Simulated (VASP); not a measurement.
A run of VASP 6.6.1:

Contents of INCAR:

```
PREC     = Accurate       # precision mode
ENCUT    = 500            # plane-wave cutoff, eV
EDIFF    = 1E-7           # SCF threshold, eV
ISMEAR   = -1             # smearing method
SIGMA    = 0.1            # smearing width, eV
LREAL    = False          # projectors in reciprocal space
LASPH    = True           # aspherical terms in the spheres
NELM     = 120            # most SCF steps
ALGO     = Normal         # electronic algorithm
ISIF     = 3              # what is computed and relaxed
LWAVE    = False          # write WAVECAR
LCHARG   = False          # write CHGCAR
GGA      = PS             # functional
IBRION   = 2              # ionic algorithm
NSW      = 80             # ionic steps
EDIFFG   = -0.01          # ionic threshold
GGA_COMPAT= False        
NELMIN   = 4
```

The input KPOINTS:

```
regular mesh
0
Gamma
  9 9 9
```

Contents of POSCAR:

```
Al
1.0
   -1.6050000000      1.6050000000      1.6050000000
    1.6050000000     -1.6050000000      1.6050000000
    1.6050000000      1.6050000000     -1.6050000000
Al
1
Direct
    0.0000000000      0.0000000000      0.0000000000
```

Potentials or basis: VASP PAW PBE potentials, release 64 (Al).

Run with:

```bash
$ cat potpaw_PBE.64/Al/POTCAR > POTCAR
$ mpirun -np 1 vasp_std > vasp.out
```

Hardware: 1 thread of Intel(R) Xeon(R) 6975P-C (Granite Rapids), on a shared host.

How long does it take, and how much memory?

It took 2.3 s on 1 thread of Intel(R) Xeon(R) 6975P-C (Granite Rapids), on a shared host, peak memory 0.11 GiB. Counts: scf iterations 16, k points 35, ion steps 2.
